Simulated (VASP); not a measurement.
# Zr12O (a cell with a defect) in VASP: notebook, part 2 of 2

VASP 6.6.1.

### Step 4. Molecular dynamics, PBE+D3(BJ)

INCAR

```
ALGO = Normal
EDIFF = 1E-5
ENCUT = 520
GGA = PE
IBRION = 0
ISIF = 2
ISMEAR = -1
ISYM = 0
IVDW = 12
KPAR = 4
LANGEVIN_GAMMA = 50 50
LASPH = T
LCHARG = F
LREAL = F
LWAVE = F
MDALGO = 3
NBANDS = 87
NELM = 80
NELMIN = 4
NSW = 40
POTIM = 1.0
PREC = Accurate
RANDOM_SEED = 699002 0 0
SIGMA = 0.15
TEBEG = 840.0
TEEND = 840.0
```

KPOINTS

```
k-points
0
Gamma
  3 2 3
```

POSCAR

```
Zr12O
1.0
    6.4600000000      0.0000000000      0.0000000000
   -4.8450000000      8.3917860000      0.0000000000
    0.0000000000      0.0000000000      5.1453900000
Zr O
12 1
Direct
    0.0266093500      0.0069525300     -0.0228296500
    0.1783010000      0.2180396300      0.5172774300
    0.0347239900      0.3512294200     -0.0146709200
    0.1892035100      0.5631771700      0.5177024400
   -0.0001864100      0.6580626200      0.0221503200
    0.1879305900      0.8775128000      0.4761815900
    0.5377027200      0.0099763100     -0.0317942700
    0.6748567600      0.2249945000      0.5215846800
    0.4911318500      0.3432938300      0.0421267800
    0.6632388200      0.5507783800      0.5743179200
    0.4868285300      0.6762765600      0.0251194800
    0.7134415900      0.9002062300      0.4851655500
    0.8684038300      0.1313661100      0.2334831700
```

Potentials or basis: VASP PAW PBE potentials, release 64 (Zr_sv, O).

The run is started by

```console
cat potpaw_PBE.64/Zr_sv/POTCAR potpaw_PBE.64/O/POTCAR > POTCAR
mpirun -np 4 vasp_std > vasp.out
```

OUTCAR:

```text
EDIFF = 1E-5
   ENCUT = 520
   GGA = PE
   IBRION = 0
   ISIF = 2
   ISMEAR = -1
   ISYM = 0
   IVDW = 12
   LASPH = T
   LREAL = F
   NELM = 80
   NELMIN = 4
   NSW = 40
   POTIM = 1.0
   PREC = Accurate
   TEBEG = 840.0
 IVDW          = 12

 ion  position               nearest neighbor table
   1  0.027  0.007  0.977-  13 2.34   2 2.96  12 3.08  12 3.15   9 3.16   7 3.17   6 3.25   6 3.26
                             7 3.29   2 3.30   5 3.31   3 3.31  11 3.36
   2  0.178  0.218  0.517-  13 2.27   1 2.96   9 3.01  12 3.05   3 3.09   8 3.17  10 3.19   9 3.22
                             8 3.29   1 3.30   4 3.31   6 3.34   3 3.35
   3  0.035  0.351  0.985-  13 2.24   4 2.99   9 3.00  11 3.05   2 3.09   5 3.10   8 3.12   7 3.26
                             4 3.27   1 3.31   2 3.35   8 3.42   9 3.49
   4  0.189  0.563  0.518-   3 2.99  11 3.04   6 3.06  11 3.10  10 3.14   5 3.16   5 3.19   3 3.27
[... 374 lines left out ...]

 number of electron     150.0000002 magnetization

------------------------ aborting loop because EDIFF is reached ----------------------------------------
[... 117 lines left out ...]
--------------------------------------- Ionic step       40  -------------------------------------------

 number of electron     150.0000004 magnetization

 Free energy of the ion-electron system (eV)
  ---------------------------------------------------
  ext. energy  EPLUGINS =         0.00000000
  ---------------------------------------------------
  free energy    TOTEN  =      -112.08037227 eV

  energy without entropy =     -110.95593651  energy(sigma->0) =     -111.51815439

 E-fermi :   9.1510     XC(G=0): -11.2110

 val. band max:        9.1449017477   @ k =  -0.3333   0.5000   0.3333
 cond. band min:       9.1621097649   @ k =   0.0000   0.0000   0.0000
 fundamental gap:      0.0172080172
 Fermi energy:         9.1509652917

 k-point     1 :       0.0000    0.0000    0.0000
  band No.  band energies     occupation
      1     -39.6538      2.00000
      2     -39.5674      2.00000
      3     -39.5406      2.00000
      4     -39.4950      2.00000
      5     -39.4763      2.00000
      6     -39.4635      2.00000
[... 939 lines left out ...]
  ENERGY OF THE ELECTRON-ION-THERMOSTAT SYSTEM (eV)
  ---------------------------------------------------
% ion-electron   TOTEN  =      -118.684382  see above
  kinetic energy EKIN   =         1.095777
  kin. lattice  EKIN_LAT=         0.000000  (temperature  652.10 K)
  nose potential ES     =         0.000000
  nose kinetic   EPS    =         0.000000
  ---------------------------------------------------
  total energy   ETOTAL =      -117.588605 eV
```

OSZICAR:

```text
N       E                     dE             d eps       ncg     rms          rms(c)
DAV:   1     0.174802851308E+04    0.17480E+04   -0.79767E+04  1740   0.173E+03
[... 275 lines left out ...]
     39 T=   661. E= -.11757827E+03 F= -.11868954E+03 E0= -.11812764E+03  EK= 0.11113E+01 SP= 0.00E+00 SK= 0.00E+00
       N       E                     dE             d eps       ncg     rms          rms(c)
DAV:   1    -0.112078324203E+03    0.73096E-02   -0.17138E-01  1740   0.324E+00    0.943E-02
DAV:   2    -0.112080302112E+03   -0.19779E-02   -0.20833E-02  1866   0.558E-01    0.563E-02
DAV:   3    -0.112080378917E+03   -0.76805E-04   -0.14042E-03  2728   0.119E-01    0.377E-02
DAV:   4    -0.112080372270E+03    0.66474E-05   -0.90641E-05  2088   0.416E-02
     40 T=   652. E= -.11758860E+03 F= -.11868438E+03 E0= -.11812216E+03  EK= 0.10958E+01 SP= 0.00E+00 SK= 0.00E+00
```

CONTCAR:

```text
Zr12O
   1.00000000000000
     6.4600000000000000    0.0000000000000000    0.0000000000000000
    -4.8449999999999998    8.3917859999999997    0.0000000000000000
     0.0000000000000000    0.0000000000000000    5.1453899999999999
  Zr              O
    12     1
Direct
     0.0074392953072077    0.0010352172364549    0.9793675121429058
[... 25 lines left out ...]
 -0.31970448E-02 -0.99642651E-02 -0.19655699E-02

           1
   1.00000000000000
  0.10000000E+01  0.00000000E+00  0.00000000E+00  0.00000000E+00
  0.67241269E-02  0.94081947E-03  0.97884650E+00
  0.17534486E+00  0.20689602E+00  0.51197595E+00
  0.38528382E-01  0.33649682E+00  0.97311245E+00
  0.18703242E+00  0.56498419E+00  0.53546705E+00
  0.12026937E-01  0.65521075E+00  0.29609222E-01
  0.20647643E+00  0.89555723E+00  0.47560814E+00
[... 31 lines left out ...]
  0.00000000E+00  0.00000000E+00  0.00000000E+00
  0.00000000E+00  0.00000000E+00  0.00000000E+00
```

It took 16 min on 4 MPI ranks of Intel Xeon 6975P-C (Granite Rapids), shared host; peak memory 0.72 GiB.

Results:

```
Dispersion energy per atom : -0.508 eV
```

Caveat: the k points lie up to 0.41 Å⁻¹ apart.

### Step 5. The runs side by side

```tsv
task	cell	gap on the mesh (eV)	pressure (GPa)	largest force (eV/Å)
single point	as given, atomic positions A	none	-1.4	1.18
single point	as given, atomic positions B	none	-0.6	1.34
molecular dynamics	as given, atomic positions C	-	-	-
```

Alike in all rows: level PBE+D3(BJ); potentials or basis VASP PAW PBE potentials, release 64 (Zr_sv, O); no spin polarisation; k mesh 3 × 2 × 3; cutoff (eV) 520; smearing fermi-dirac 0.15 eV.

Caveats: all runs use coarse meshes; the atoms stand as in a frame of molecular dynamics (at least some runs).

Absolute energies hang on the potentials; compare differences alone.

The gap in the log of VASP goes by the Fermi energy; the results here count the filled bands.